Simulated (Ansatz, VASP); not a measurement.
## Two plane-wave programs on GaN

Contents of INCAR:

```
ALGO = Normal
EDIFF = 1E-6
ENCUT = 600
GGA = PE
GGA_COMPAT = F
ISIF = 2
ISMEAR = 0
LASPH = T
LCHARG = F
LREAL = F
LWAVE = F
NBANDS = 16
NELM = 120
PREC = Accurate
SIGMA = 0.01
```

The input KPOINTS:

```
k-points
0
Gamma
  5 5 5
```

File POSCAR:

```
GaN
1.0
    0.0000000000      2.2535000000      2.2535000000
    2.2535000000      0.0000000000      2.2535000000
    2.2535000000      2.2535000000      0.0000000000
Ga N
1 1
Direct
   -0.0000501879      0.0010273986      0.0015841636
    0.7502498291      0.7448858337      0.7421143604
```

Input for Ansatz:

```yaml
crystal:
  lattice:
    - [0.0, 2.2535, 2.2535]
    - [2.2535, 0.0, 2.2535]
    - [2.2535, 2.2535, 0.0]
  atoms:
    - { symbol: Ga, position: [-5.018793281034664e-05, 0.0010273986340805271, 0.00158416360805581] }
    - { symbol: "N", position: [0.7502498290767754, 0.7448858337099169, 0.7421143604180932] }
basis:
  ecutwfc: 557.833418042754
kpoints:
  mp_grid:
    grid: [5, 5, 5]
hamiltonian:
  xc: pbe
  pseudopotentials:
    kind: paw
scf:
  occupations:
    method: fixed
output:
  forces: true
```

Alike in both runs: task single point; functional PBE; k mesh 5 × 5 × 5; no spin polarisation.

|  | VASP | Ansatz |
| --- | --- | --- |
| version | VASP 6.6.1 | Ansatz 0.2.0 |
| potentials or method | VASP PAW PBE potentials, release 64 (Ga_d, N), cutoff 600 eV | plane waves, PAW |
| occupations | gaussian, width 0.01 eV | fixed |
| valence electrons in the cell | 18 | 18 |

Ansatz gave:

```
rms of the force components (eV/Å) : 0.288
```

Estimate VASP's values.

rms of the force components (eV/Å): 0.284.

Atom by atom the forces differ by 0.004 eV/Å (rms over components).

The k mesh is coarse, so the values compare programs but aren't converged.
